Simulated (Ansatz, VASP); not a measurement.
# Ru in VASP and in Ansatz

```
Ru
1.0
     2.40226    0.00000    0.00000
    -1.20113    2.08041    0.00000
     0.00000    0.00000    3.83759
Ru
2
Direct
  0.33333 0.66667 0.25000
  0.66667 0.33333 0.75000
```

Change from the starting cell: volume scaled by 0.72, PAW files.

Alike in both runs: task single point; functional PBEsol; k mesh 18 × 18 × 10; occupations fermi-dirac, width 0.05 eV; no spin polarisation.

```csv
,VASP,Ansatz
version,VASP 6.6.1,Ansatz 0.2.0
potentials or method,"VASP PAW PBE potentials, release 64 (Ru_sv)","PAW with Ansatz's default frozen-core files, scalar-relativistic"
plane-wave cutoff (eV),600,420
valence electrons in the cell,32,32
```

|  | VASP | Ansatz | Ansatz less VASP |
| --- | --- | --- | --- |
| pressure (GPa) | 243.3 | 243.8 | +0.43 |
| traceless stress, the component that is largest in VASP (GPa) | -0.18 | -0.08 | +0.098 |

VASP's potentials were made for PBE, not for PBEsol. Both programs put the cell under a high pressure, so it lies far from rest at this level.

Noted on VASP's run: the cell as given lies far from equilibrium.
